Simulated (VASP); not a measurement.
Cu, 1 atom in the cell. The structure is trigonal, space group R-3m (No. 166). Conventional cell: a = 2.595 Å, b = 2.595 Å, c = 6.074 Å, α = 90.00°, β = 90.00°, γ = 120.00°. Cu (site symmetry -3m) has 12 Cu at 2.52 to 2.59 Å within 3.3 Å.  This cell differs from its parent crystal: equal xy, yz and zx shear strains of -3 %.

```yaml
Program: VASP 6.6.1
Task: electric field gradients
Functional: PBE
Potentials_or_basis: VASP PAW PBE potentials, release 64 (Cu)
Cutoff: 520 eV
k_mesh: 19 × 19 × 19
Occupations: fermi-dirac, width 0.08 eV
Spin: no spin polarisation
Dipole_correction: no
Further_INCAR_settings: ALGO = Normal; EDIFF = 1e-08; NBANDS = 12
```

Potentials or basis: VASP PAW PBE potentials, release 64 (Cu).

The run is started by

```sh
$ cat potpaw_PBE.64/Cu/POTCAR > POTCAR
$ mpirun -np 1 vasp_std > vasp.out
```

Hardware: 1 thread of AMD EPYC 9R45 96-Core Processor (Zen 5), with other jobs on the host.

Problem. Estimate the wall time of this run.

Solution. It took 53 s on 1 thread of AMD EPYC 9R45 96-Core Processor (Zen 5), with other jobs on the host, peak memory 0.17 GiB. Counts: scf iterations 14, k points 670.
